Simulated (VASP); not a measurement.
TeI2, 6 atoms in the cell. The structure is tetragonal, space group P4_2/mnm (No. 136). Conventional cell: a = 8.862 Å, b = 8.862 Å, c = 4.176 Å, α = 90.00°, β = 90.00°, γ = 90.00°. Within 4.2 Å of Te (site symmetry mmm) lie 6 I at 3.00 to 4.11 Å and 2 Te at 4.18 Å. I (site symmetry m2m) has 3 Te at 3.00 to 4.11 Å and 3 I at 4.18 to 4.32 Å within 4.4 Å. 

| Quantity | Value |
| --- | --- |
| Program | VASP 6.6.1 |
| Task | single point |
| Functional | LDA |
| Potentials or basis | VASP PAW LDA potentials, release 64 (Te, I) |
| Cutoff | 520 eV |
| k mesh | 3 × 3 × 6 |
| Occupations | methfessel-paxton, width 0.0929 eV |
| Spin | no spin polarisation |
| Dipole correction | no |
| Further INCAR settings | ALGO = Normal; EDIFF = 1e-06; NBANDS = 29 |

Potentials or basis: VASP PAW LDA potentials, release 64 (Te, I).

Launch:

```console
$ cat potpaw_LDA.64/Te/POTCAR potpaw_LDA.64/I/POTCAR > POTCAR
$ mpirun -np 1 vasp_std > vasp.out
```

Hardware: 1 thread of AMD EPYC 7R43 64-Core Processor (Zen 3), on a shared host.

Problem. How long does it take, and how much memory?

Solution. Run time: 2.1 min on 1 thread of AMD EPYC 7R43 64-Core Processor (Zen 3), on a shared host, peak memory 0.32 GiB. Counts: scf iterations 14, k points 12.
